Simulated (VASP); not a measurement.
Here is a VASP 6.6.1 calculation.

Contents of INCAR:

```
SYSTEM = LiPd3
PREC = Accurate
ENCUT = 520
EDIFF = 1E-6
ISMEAR = 0
SIGMA = 0.1
LREAL = Auto
LASPH = .TRUE.
NELM = 60
ALGO = Normal
ISIF = 2
LWAVE = .FALSE.
LCHARG = .TRUE.
GGA = PS
LELF = .TRUE.
LVHAR = .TRUE.
NBANDS = 80
```

Contents of KPOINTS:

```
Automatic mesh
0
G
  10 6 3
  0 0 0
```

Contents of POSCAR:

```
LiPd3
1.0
    3.8152663786      0.0000000000      0.0000000000
    0.0000000000      5.3956014568      0.0000000000
    0.0000000000      0.0000000000     10.8918759805
Li Pd
4 12
Direct
    0.0000000000      0.0000000000      0.0043902977
    0.0000000000      0.5000000000      0.2456097023
    0.0000000000      0.5000000000      0.5043902977
    0.0000000000      0.0000000000      0.7456097023
    0.5000000000      0.2500000000      0.1250000000
    0.5000000000      0.7461347022      0.3750000000
    0.5000000000      0.7500000000      0.1250000000
    0.5000000000      0.2538652978      0.3750000000
    0.0000000000      0.5000000000      0.0007098404
    0.0000000000      0.0000000000      0.2492901596
    0.0000000000      1.0000000000      0.5007098404
    0.0000000000      0.5000000000      0.7492901596
    0.5000000000      0.2500000000      0.6250000000
    0.5000000000      0.7538652978      0.8750000000
    0.5000000000      0.7500000000      0.6250000000
    0.5000000000      0.2461347022      0.8750000000
```

Potentials or basis: VASP PAW PBE potentials, release 64 (Li_sv, Pd).

Launch:

```bash
$ cat potpaw_PBE.64/Li_sv/POTCAR potpaw_PBE.64/Pd/POTCAR > POTCAR
$ mpirun -np 1 vasp_std > vasp.out
```

**Question.** What does it give for the largest force?

**Answer.** 0.014 eV/Å.

**Question.** Predict the band gap on the k mesh.

**Answer.** Zero (bands 66 and 67 overlap by 0.49 eV).

Forces in eV/Å, atoms in the order of the input:
```
Li   0.000  0.000 -0.007
Li   0.000  0.000  0.007
Li   0.000  0.000 -0.007
Li   0.000  0.000  0.007
Pd   0.000  0.000  0.000
Pd   0.000  0.014  0.000
Pd   0.000  0.000  0.000
Pd   0.000 -0.014  0.000
Pd   0.000  0.000 -0.014
Pd   0.000  0.000  0.014
Pd   0.000  0.000 -0.014
Pd   0.000  0.000  0.014
Pd   0.000  0.000  0.000
Pd   0.000 -0.014  0.000
Pd   0.000  0.000  0.000
Pd   0.000  0.014  0.000
```

Caveat: the PAW data sets were made with another functional, which shifts forces and pressure a little.
